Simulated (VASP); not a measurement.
# GeSb4Te4 (P-3m1) in VASP: further runs, part 2 of 2

VASP 6.6.1.

### Step 4. Single point, PBE (uniaxial strain along c: +4.0 %)

INCAR reads:

```
ALGO = Normal
EDIFF = 1E-7
ENCUT = 520
GGA = PE
ISIF = 2
ISMEAR = 0
LASPH = True
LCHARG = True
LELF = True
LREAL = False
LVHAR = True
LWAVE = False
NBANDS = 39
NELM = 60
PREC = Accurate
SIGMA = 0.01
```

KPOINTS reads:

```
k-points
0
Gamma
  12 12 2
```

POSCAR reads:

```
GeSb4Te4
1.0
    4.2866848214      0.0000000000      0.0000000000
   -2.1433424107      3.7123779533      0.0000000000
    0.0000000000      0.0000000000     18.3545535199
Ge Sb Te
1 4 4
Direct
    0.0000000000      0.0000000000      0.0000000000
    0.3333333335      0.6666666665      0.5434416454
    0.6666666665      0.3333333335      0.4565583546
    0.6666666638      0.3333333362      0.7932954160
    0.3333333362      0.6666666638      0.2067045840
    0.3333333326      0.6666666674      0.9056672620
    0.6666666674      0.3333333326      0.0943327380
   -0.0000000016      0.0000000016      0.6979592771
    0.0000000016     -0.0000000016      0.3020407229
```

Potentials or basis: VASP PAW PBE potentials, release 64 (Ge_d, Sb, Te).

On the command line:

```sh
$ cat potpaw_PBE.64/Ge_d/POTCAR potpaw_PBE.64/Sb/POTCAR potpaw_PBE.64/Te/POTCAR > POTCAR
$ mpirun -np 1 vasp_std > vasp.out
```

OUTCAR:

```text
EDIFF = 1E-7
   ENCUT = 520
   GGA = PE
   ISIF = 2
   ISMEAR = 0
   LASPH = True
   LREAL = False
   NELM = 60
   PREC = Accurate

 ion  position               nearest neighbor table
   1  0.000  0.000  0.000-   6 3.02   7 3.02   6 3.02   7 3.02   7 3.02   6 3.02
   2  0.333  0.667  0.543-   3 2.94   3 2.94   3 2.94
   3  0.667  0.333  0.457-   2 2.94   2 2.94   2 2.94
   4  0.667  0.333  0.793-   8 3.03   8 3.03   8 3.03   6 3.22   6 3.22   6 3.22
   5  0.333  0.667  0.207-   9 3.03   9 3.03   9 3.03   7 3.22   7 3.22   7 3.22
   6  0.333  0.667  0.906-   1 3.02   1 3.02   1 3.02   4 3.22   4 3.22   4 3.22
   7  0.667  0.333  0.094-   1 3.02   1 3.02   1 3.02   5 3.22   5 3.22   5 3.22
   8  1.000  0.000  0.698-   4 3.03   4 3.03   4 3.03
   9  0.000  1.000  0.302-   5 3.03   5 3.03   5 3.03

  LATTYP: Found a hexagonal cell.
 ALAT       =     4.2866848214
 C/A-ratio  =     4.2817595145

  Lattice vectors:

 A1 = (   4.2866848214,   0.0000000000,   0.0000000000)
 A2 = (  -2.1433424107,   3.7123779533,   0.0000000000)
 A3 = (   0.0000000000,   0.0000000000,  18.3545535199)

Analysis of symmetry for initial positions (statically):
=====================================================================
 Subroutine PRICEL returns:
 Original cell was already a primitive cell.

 Routine SETGRP: Setting up the symmetry group for a
 hexagonal supercell.

 Subroutine GETGRP returns: Found 12 space group operations
 (whereof 12 operations were pure point group operations)
 out of a pool of 24 trial point group operations.

The static configuration has the point symmetry D_3d.

Analysis of symmetry for dynamics (positions and initial velocities):
=====================================================================
 Subroutine PRICEL returns:
 Original cell was already a primitive cell.

[... 144 lines left out ...]
  Thomas-Fermi vector in A             =   2.083898
   LORBIT       =      0    0 simple, 1 ext, 2 COOP (PROOUT), +10 PAW based schemes
   GGA     = PE    functional components
   LHFCALC =     F    Hartree Fock is set to
   AEXX    =    0.0000 exact exchange contribution
   IVDW    =     0    specifies the selected vdW correction
   LEPSILON=     F    determine dielectric tensor
   LRPA    =     F    only Hartree local field effects (RPA)
 non-spin polarized calculation
 Gauss-broadening in eV      SIGMA  =   0.01
  energy-cutoff  :      520.00
  volume of cell :      292.09
 maximum number of plane-waves:      7920
 NGX is ok and might be reduce to    32
   NGX = 15   NGY = 15   NGZ = 69

 number of electron      58.0000011 magnetization

 Free energy of the ion-electron system (eV)
  ---------------------------------------------------
  ext. energy  EPLUGINS =         0.00000000
  ---------------------------------------------------
  free energy    TOTEN  =       -34.35828391 eV

  energy without entropy =      -34.35820343  energy(sigma->0) =      -34.35824367

 E-fermi :   6.2351     XC(G=0):  -9.1672

 val. band max:        6.1252521545   @ k =   0.0000   0.0000   0.5000
 cond. band min:       6.2405177837   @ k =   0.5000   0.0000   0.5000
 fundamental gap:      0.1152656292
 Fermi energy:         6.2350523755

 k-point     1 :       0.0000    0.0000    0.0000
  band No.  band energies     occupation
      1     -19.0111      2.00000
      2     -19.0111      2.00000
      3     -19.0079      2.00000
      4     -19.0056      2.00000
      5     -19.0056      2.00000
      6      -7.0290      2.00000
[... 997 lines left out ...]
     38       9.0126      0.00000
     39       9.1581      0.00000

 [... further k-points ...]

------------------------ aborting loop because EDIFF is reached ----------------------------------------

  FORCE on cell =-STRESS in cart. coord.  units (eV):
  Direction    XX          YY          ZZ          XY          YZ          ZX
  --------------------------------------------------------------------------------------
  -------------------------------------------------------------------------------------
  Total       -0.0220241     -0.0220241     -2.1951935      0.0000000     -0.0000000      0.0000000
  in kB       -0.1208067     -0.1208067    -12.0410909      0.0000000     -0.0000000      0.0000000
  external PRESSURE =      -4.0942348 kB  Pullay stress =       0.0000000 kB

 VOLUME and BASIS-vectors are now :
 -----------------------------------------------------------------------------
  energy-cutoff  :      520.00
  volume of cell :      292.09
      direct lattice vectors                 reciprocal lattice vectors
     4.286684821  0.000000000  0.000000000     0.233280505  0.134684562  0.000000000
    -2.143342411  3.712377953  0.000000000     0.000000000  0.269369125  0.000000000
     0.000000000  0.000000000 18.354553520     0.000000000  0.000000000  0.054482393

 POSITION                                       TOTAL-FORCE (eV/Angst)
 -----------------------------------------------------------------------------------
      0.00000      0.00000      0.00000         0.000000      0.000000      0.000000
      0.00000      2.47492      9.97463        -0.000000      0.000000     -0.079737
      2.14334      1.23746      8.37992         0.000000     -0.000000      0.079737
      2.14334      1.23746     14.56058        -0.000000     -0.000000     -0.017665
      0.00000      2.47492      3.79397         0.000000      0.000000      0.017665
     -0.00000      2.47492     16.62312         0.000000      0.000000     -0.007636
      2.14334      1.23746      1.73144        -0.000000      0.000000      0.007636
      4.28668      0.00000     12.81073         0.000000      0.000000      0.124873
     -2.14334      3.71238      5.54382         0.000000     -0.000000     -0.124873
 -----------------------------------------------------------------------------------
    total drift:                               -0.000000      0.000000     -0.000000

  FREE ENERGIE OF THE ION-ELECTRON SYSTEM (eV)
  ---------------------------------------------------
  free  energy   TOTEN  =       -34.3582839067 eV

  energy  without entropy=      -34.3582034255  energy(sigma->0) =      -34.35824367
```

OSZICAR:

```text
N       E                     dE             d eps       ncg     rms          rms(c)
DAV:   1     0.423838153017E+03    0.42384E+03   -0.21505E+04  3420   0.156E+03
DAV:   2     0.259063806670E+02   -0.39793E+03   -0.38302E+03  3333   0.367E+02
DAV:   3    -0.313173703781E+02   -0.57224E+02   -0.54989E+02  3590   0.115E+02
DAV:   4    -0.344628080534E+02   -0.31454E+01   -0.31131E+01  3614   0.312E+01
DAV:   5    -0.345651714538E+02   -0.10236E+00   -0.10222E+00  4179   0.578E+00    0.976E+00
DAV:   6    -0.343448510249E+02    0.22032E+00   -0.36991E-01  4230   0.283E+00    0.640E+00
DAV:   7    -0.343716563001E+02   -0.26805E-01   -0.39057E-01  3506   0.213E+00    0.844E-01
DAV:   8    -0.343587649446E+02    0.12891E-01   -0.66107E-02  3595   0.112E+00    0.697E-01
DAV:   9    -0.343583610727E+02    0.40387E-03   -0.17026E-02  3774   0.584E-01    0.495E-01
DAV:  10    -0.343581927061E+02    0.16837E-03   -0.88921E-03  3858   0.383E-01    0.851E-02
DAV:  11    -0.343582635329E+02   -0.70827E-04   -0.13377E-03  3702   0.160E-01    0.616E-02
DAV:  12    -0.343582834119E+02   -0.19879E-04   -0.18944E-04  4032   0.658E-02    0.471E-02
DAV:  13    -0.343582838654E+02   -0.45344E-06   -0.53568E-05  3715   0.332E-02    0.164E-02
DAV:  14    -0.343582833296E+02    0.53572E-06   -0.16326E-05  3471   0.210E-02    0.620E-03
DAV:  15    -0.343582839264E+02   -0.59680E-06   -0.44890E-06  3843   0.808E-03    0.381E-03
DAV:  16    -0.343582837469E+02    0.17951E-06   -0.17363E-06  3482   0.602E-03    0.162E-03
DAV:  17    -0.343582838914E+02   -0.14447E-06   -0.14612E-07  2261   0.180E-03    0.815E-04
DAV:  18    -0.343582839067E+02   -0.15289E-07   -0.45292E-08  2000   0.102E-03
   1 F= -.34358284E+02 E0= -.34358244E+02  d E =-.804812E-04
```

stdout:

```text
POSCAR found type information on POSCAR GeSbTe
 POSCAR found :  3 types and       9 ions
 scaLAPACK will be used
 LDA part: xc-table for (Slater+PW92), standard interpolation
 POSCAR, INCAR and KPOINTS ok, starting setup
 FFT: planning ... GRIDC
 FFT: planning ... GRID_SOFT
 FFT: planning ... GRID
 WAVECAR not read
 entering main loop
```

Wall time 6.1 min (1 thread of AMD EPYC 9R45 (Zen 5), shared host); peak memory 0.6 GiB.

What came out:

```
Free energy            : -34.3583 eV
Pressure               : -0.4 GPa
Largest force          : 0.125 eV/Å
Band gap on the k mesh : zero (band 29 reaches 6.26 eV, above the bottom of band 30 at 6.24 eV)
```

Forces on the atoms (eV/Å):
```
Ge   0.000  0.000  0.000
Sb   0.000  0.000 -0.080
Sb   0.000  0.000  0.080
Sb   0.000  0.000 -0.018
Sb   0.000  0.000  0.018
Te   0.000  0.000 -0.008
Te   0.000  0.000  0.008
Te   0.000  0.000  0.125
Te   0.000  0.000 -0.125
```

Levels at points of the mesh, in eV from the Fermi level:
```csv
k point,band 26,band 27,band 28,band 29,band 30,band 31,band 32,band 33
"(0.00, 0.00, 0.00)",-1.30,-1.15,-1.15,0.03,0.16,0.16,0.32,0.72
"(0.50, 0.00, 0.00)",-2.01,-1.73,-1.48,-1.38,0.09,0.59,0.66,0.80
"(0.00, 0.00, 0.50)",-1.16,-1.16,-1.04,-0.11,0.21,0.21,0.61,0.63
"(0.50, 0.00, 0.50)",-2.44,-2.02,-1.64,-0.86,0.01,0.50,0.80,1.22
```

Caveat: the cell differs from its parent crystal (uniaxial strain along c: +4.0 %); spin-orbit coupling is left out, which moves the levels of the heavy elements.

### Step 5. Single point, PBE (uniaxial strain along c: +4.0 %, then relaxed in part)

INCAR reads:

```
PREC = Accurate
ENCUT = 520
EDIFF = 1E-6
ISMEAR = 0
SIGMA = 0.01
LREAL = False
LASPH = True
NELM = 80
ALGO = Normal
ISIF = 2
LWAVE = False
LCHARG = True
GGA = PE
LELF = True
LVHAR = True
NBANDS = 39
```

KPOINTS reads:

```
Automatic mesh
0
Gamma
  12 12 2
```

POSCAR reads:

```
GeSb4Te4
1.0
    4.3000905487      0.0000000000      0.0000000000
   -2.1500452744      3.7239876538      0.0000000000
    0.0000000000      0.0000000000     18.3545535199
Ge Sb Te
1 4 4
Direct
    0.0000000000      0.0000000000      0.0000000000
    0.3333333333      0.6666666667      0.5427725327
    0.6666666667      0.3333333333      0.4572274673
    0.6666666684      0.3333333316      0.7962559229
    0.3333333316      0.6666666684      0.2037440771
    0.3333333336      0.6666666664      0.9070068131
    0.6666666664      0.3333333336      0.0929931869
    0.0000000010     -0.0000000010      0.7024905592
   -0.0000000010      0.0000000010      0.2975094408
```

On the command line:

```sh
$ cat potpaw_PBE.64/Ge_d/POTCAR potpaw_PBE.64/Sb/POTCAR potpaw_PBE.64/Te/POTCAR > POTCAR
$ mpirun -np 1 vasp_std > vasp.out
```

Wall time 5 min (1 thread of AMD EPYC 9R45 (Zen 5), shared host); peak memory 0.6 GiB.

Results (log left out):

* Free energy: -34.3672 eV
* Pressure: -0.2 GPa
* Largest force: 0.062 eV/Å
* Band gap on the k mesh: 0.05 eV, indirect (least direct gap 0.16 eV)

Forces in eV/Å, atoms in the order of the input:
```
Ge   0.000  0.000  0.000
Sb   0.000  0.000  0.062
Sb   0.000  0.000 -0.062
Sb   0.000  0.000  0.020
Sb   0.000  0.000 -0.020
Te   0.000  0.000 -0.011
Te   0.000  0.000  0.011
Te   0.000  0.000 -0.017
Te   0.000  0.000  0.017
```

Stress tensor (GPa, compression positive):
```
 0.00  0.00  0.00
 0.00  0.00  0.00
 0.00  0.00 -0.52
```

Levels at points of the mesh, in eV from the valence-band top:
| k point | band 26 | band 27 | band 28 | band 29 | band 30 | band 31 | band 32 | band 33 |
| --- | --- | --- | --- | --- | --- | --- | --- | --- |
| (0.00, 0.00, 0.00) | -1.30 | -1.18 | -1.18 | 0.00 | 0.17 | 0.17 | 0.30 | 0.75 |
| (0.50, 0.00, 0.00) | -1.95 | -1.71 | -1.47 | -1.32 | 0.25 | 0.60 | 0.72 | 0.80 |
| (0.00, 0.00, 0.50) | -1.19 | -1.19 | -1.07 | -0.11 | 0.21 | 0.21 | 0.56 | 0.61 |
| (0.50, 0.00, 0.50) | -2.39 | -1.90 | -1.64 | -0.88 | 0.05 | 0.59 | 0.93 | 1.19 |

Caveat: the cell differs from its parent crystal (uniaxial strain along c: +4.0 %, then relaxed in part); spin-orbit coupling is left out, which moves the levels of the heavy elements; this functional lacks dispersion, which binds the layers, so the pressure and a relaxed spacing across them are unreliable. A k mesh can miss the band edges.

### Step 6. Summary

```tsv
cell	smearing	gap on the mesh (eV)	pressure (GPa)	largest force (eV/Å)
a = 4.330, b = 4.330, c = 17.649 Å, angles 90.0, 90.0, 120.0°, 9 atoms	gaussian 0.01 eV	0.07	0.0	0.05
a = 4.330, b = 4.330, c = 17.649 Å, angles 90.0, 90.0, 120.0°, 9 atoms	gaussian 0.03 eV	0.07	0.0	0.05
a = 4.287, b = 4.287, c = 18.355 Å, angles 90.0, 90.0, 120.0°, 9 atoms	gaussian 0.01 eV	none	-0.4	0.12
a = 4.300, b = 4.300, c = 18.355 Å, angles 90.0, 90.0, 120.0°, 9 atoms	gaussian 0.01 eV	0.05	-0.2	0.06
```

Alike in all rows: task single point; level PBE; potentials or basis VASP PAW PBE potentials, release 64 (Ge_d, Sb, Te); no spin polarisation; k mesh 12 × 12 × 2; cutoff (eV) 520.

Caveats: spin-orbit coupling is left out, which moves the levels of the heavy elements; this functional lacks dispersion, which binds the layers, so the pressure and a relaxed spacing across them are unreliable (some runs).

Absolute energies hang on the potentials; compare differences alone.
